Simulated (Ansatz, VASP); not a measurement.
**Two plane-wave programs on AlN**

File INCAR:

```
PREC = Accurate
ENCUT = 520
EDIFF = 1E-7
ISMEAR = 0
SIGMA = 0.05
LREAL = Auto
LASPH = T
NELM = 100
ALGO = Normal
ISIF = 2
LWAVE = F
LCHARG = F
GGA = PE
NBANDS = 46
```

Contents of KPOINTS:

```
Automatic mesh
0
Gamma
  6 6 6
```

POSCAR

```
AlN
1.0
    3.1302395629      0.0000000000     -5.0179796556
    3.1302395629      0.0000000000      5.0179796556
   -3.1302395629     -5.4217339628      0.0000000000
Al N
8 8
Direct
    0.8324689746      0.8341976921      0.1666666667
    0.3324689746      0.3341976921      0.1666666667
    0.8324689746      0.8341976921      0.6666666667
    0.3324689746      0.3341976921      0.6666666667
    0.9158023079      0.4175310254      0.3333333333
    0.4158023079      0.9175310254      0.3333333333
    0.9158023079      0.4175310254      0.8333333333
    0.4158023079      0.9175310254      0.8333333333
    0.6416976921      0.0249689746      0.1666666667
    0.1416976921      0.5249689746      0.1666666667
    0.6416976921      0.0249689746      0.6666666667
    0.1416976921      0.5249689746      0.6666666667
    0.7250310254      0.6083023079      0.3333333333
    0.2250310254      0.1083023079      0.3333333333
    0.7250310254      0.6083023079      0.8333333333
    0.2250310254      0.1083023079      0.8333333333
```

Input for Ansatz:

```yaml
crystal:
  lattice:
    - [3.1302395629, 0.0, -5.0179796556]
    - [3.1302395629, 0.0, 5.0179796556]
    - [-3.1302395629, -5.4217339628, 0.0]
  atoms:
    - { symbol: Al, position: [0.8324689746, 0.8341976921, 0.1666666667] }
    - { symbol: Al, position: [0.3324689746, 0.3341976921, 0.1666666667] }
    - { symbol: Al, position: [0.8324689746, 0.8341976921, 0.6666666667] }
    - { symbol: Al, position: [0.3324689746, 0.3341976921, 0.6666666667] }
    - { symbol: Al, position: [0.9158023079, 0.4175310254, 0.3333333333] }
    - { symbol: Al, position: [0.4158023079, 0.9175310254, 0.3333333333] }
    - { symbol: Al, position: [0.9158023079, 0.4175310254, 0.8333333333] }
    - { symbol: Al, position: [0.4158023079, 0.9175310254, 0.8333333333] }
    - { symbol: "N", position: [0.6416976921, 0.0249689746, 0.1666666667] }
    - { symbol: "N", position: [0.1416976921, 0.5249689746, 0.1666666667] }
    - { symbol: "N", position: [0.6416976921, 0.0249689746, 0.6666666667] }
    - { symbol: "N", position: [0.1416976921, 0.5249689746, 0.6666666667] }
    - { symbol: "N", position: [0.7250310254, 0.6083023079, 0.3333333333] }
    - { symbol: "N", position: [0.2250310254, 0.1083023079, 0.3333333333] }
    - { symbol: "N", position: [0.7250310254, 0.6083023079, 0.8333333333] }
    - { symbol: "N", position: [0.2250310254, 0.1083023079, 0.8333333333] }
basis:
  ecutwfc: 420
kpoints:
  mp_grid: { grid: [6, 6, 6] }
hamiltonian:
  xc: pbe
scf:
  occupations: { method: gaussian, width: 0.05 }
output:
  forces: true
  stress: true
  eigenvalues: true
```

Alike in both runs: task single point; functional PBE; k mesh 6 × 6 × 6; occupations gaussian, width 0.05 eV; no spin polarisation.

|  | VASP | Ansatz |
| --- | --- | --- |
| version | VASP 6.6.1 | Ansatz 0.2.0 |
| potentials or method | VASP PAW PBE potentials, release 64 (Al, N), cutoff 520 eV | scalar-relativistic, plane waves, PAW |
| valence electrons in the cell | 64 | 64 |

|  | VASP | Ansatz | Ansatz less VASP |
| --- | --- | --- | --- |
| gap on the k mesh at the Fermi level (eV) | 4.04 | 4.03 | -0.009 |
| least direct gap on the mesh (eV) | 4.04 | 4.03 | -0.009 |
| pressure (GPa) | -0.3 | 0.0 | +0.30 |
| traceless stress, the component that is largest in VASP (GPa) | 0.06 | 0.00 | -0.055 |
